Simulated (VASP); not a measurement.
Wanted: the native input for a VASP 6.6.1 run.

* Task: relaxation of cell and atoms
* Functional: PBE
* Potentials or basis: VASP PAW PBE potentials, release 64 (Rb_sv, Tl_d)
* Cutoff: 600 eV
* k mesh: 4 × 4 × 4
* Occupations: gaussian, width 0.1 eV
* Spin: no spin polarisation
* Dipole correction: no
* Further INCAR settings: ALGO = Fast; EDIFF = 1e-07; IBRION = 2; EDIFFG = -0.04; NSW = 90; ISIF = 3

The structure of RbTl lies in POSCAR:

```
RbTl
1.0
    0.0000000000      3.2899552804      3.2899552804
    3.2899552804      0.0000000000      3.2899552804
    3.2899552804      3.2899552804      0.0000000000
Rb Tl
1 1
Direct
    0.0000000000      0.0000000000      0.0000000000
    0.5000000000      0.5000000000      0.5000000000
```

One way to write it, as run:

INCAR

```
PREC = Accurate
ENCUT = 600
EDIFF = 1E-7
ISMEAR = 0
SIGMA = 0.1
LREAL = False
LASPH = True
NELM = 60
ALGO = Fast
ISIF = 3
LWAVE = False
LCHARG = False
GGA = PE
IBRION = 2
NSW = 90
EDIFFG = -0.04
```

KPOINTS

```
Automatic mesh
0
Gamma
  4 4 4
```

Potentials or basis: VASP PAW PBE potentials, release 64 (Rb_sv, Tl_d).

Run with:

```bash
$ cat potpaw_PBE.64/Rb_sv/POTCAR potpaw_PBE.64/Tl_d/POTCAR > POTCAR
$ mpirun -np 1 vasp_std > vasp.out
```

Results of the run:

The relaxed volume is 56.72 Å³/atom, the relaxed cell is a = 5.434 Å, b = 5.434 Å, c = 5.434 Å, α = 60.00°, β = 60.00°, γ = 60.00° and the space group after relaxing (to 0.1 Å) is Fm-3m (No. 225). The energy gained by relaxing is 346.5 meV/atom. The ionic steps are 5. The pressure after relaxing is -0.1 GPa. The band gap on the k mesh is zero (bands 11 and 12 overlap by 1.99 eV).

Caveat: the k points lie up to 0.35 Å⁻¹ apart in the final cell, too coarse for converged energies and pressures of a metal; the volume moved by over 15 % at a fixed basis, so the end points are rough; spin-orbit coupling is left out, which moves the levels of the heavy elements.

It took 120 s on 1 thread of Intel(R) Xeon(R) Platinum 8375C CPU @ 2.90GHz (Ice Lake), on a shared host, peak memory 0.24 GiB.
